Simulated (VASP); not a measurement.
A run of VASP 6.6.1 is set up as follows.

INCAR

```
  PREC = Accurate
  ENCUT = 520
  EDIFF = 1E-6
  ISMEAR = 0
  SIGMA = 0.01
  LREAL = False
  LASPH = True
  NELM = 100
  ALGO = Normal
  ISIF = 2
  LWAVE = False
  LCHARG = False
  GGA = PS
  NBANDS = 18
```

Contents of KPOINTS:

```
regular mesh
0
Gamma
  4 4 4
```

The input POSCAR:

```
HfO2
1.0
    3.5756740904      0.0000000000      0.0000000000
    1.7878370452      3.0966245980      0.0000000000
    1.7878370452      1.0322081993      2.9195256694
Hf O
1 2
Direct
    0.0000000000      0.0000000000      0.0000000000
    0.2500000000      0.2500000000      0.2500000000
    0.7500000000      0.7500000000      0.7500000000
```

Potentials or basis: VASP PAW PBE potentials, release 64 (Hf_pv, O).

Launch:

```sh
$ cat potpaw_PBE.64/Hf_pv/POTCAR potpaw_PBE.64/O/POTCAR > POTCAR
$ mpirun -np 1 vasp_std > vasp.out
```

Question: Predict the band gap on the k mesh.

Answer: 3.69 eV, direct.

Question: Estimate the pressure.

Answer: -5.7 GPa.

Caveat: the k points lie up to 0.54 Å⁻¹ apart; the PAW data sets were made with another functional, which shifts forces and pressure a little; spin-orbit coupling is left out, which moves the levels of the heavy elements. PBEsol gaps usually lie below the measured ones, often by a third to a half.
